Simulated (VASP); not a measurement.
Input of a VASP 6.6.1 run:

The input INCAR:

```
SYSTEM = BaTiO3
PREC = Accurate
ENCUT = 520
EDIFF = 1E-6
ISMEAR = -1
SIGMA = 0.02
LREAL = .FALSE.
LASPH = .TRUE.
NELM = 60
ALGO = Normal
ISIF = 2
LWAVE = .FALSE.
LCHARG = .FALSE.
GGA = PS
NBANDS = 28
```

Contents of KPOINTS:

```
regular mesh
0
G
  6 6 6
  0 0 0
```

File POSCAR:

```
BaTiO3
1.0
    2.8173256767      1.6265837378      2.3084016530
   -2.8173256767      1.6265837378      2.3084016530
    0.0000000000     -3.2531674757      2.3084016529
Ba Ti O
1 1 3
Direct
    0.0004279805      0.0004279805      0.0004279805
    0.5114805595      0.5114805595      0.5114805595
    0.4884948912      0.9822026777      0.4884948912
    0.4884948912      0.4884948912      0.9822026777
    0.9822026777      0.4884948912      0.4884948912
```

Potentials or basis: VASP PAW PBE potentials, release 64 (Ba_sv, Ti_sv, O).

Command:

```console
$ cat potpaw_PBE.64/Ba_sv/POTCAR potpaw_PBE.64/Ti_sv/POTCAR potpaw_PBE.64/O/POTCAR > POTCAR
$ mpirun -np 1 vasp_std > vasp.out
```

(1) Predict the largest force.

(2) What does it give for the band gap on the k mesh?

(3) Predict the pressure.

## Answers

(1) 0.057 eV/Å.

(2) 2.26 eV, indirect (least direct gap 2.61 eV).

(3) 1.9 GPa.

Caveat: the PAW data sets were made with another functional, which shifts forces and pressure a little; spin-orbit coupling is left out, which moves the levels of the heavy elements.
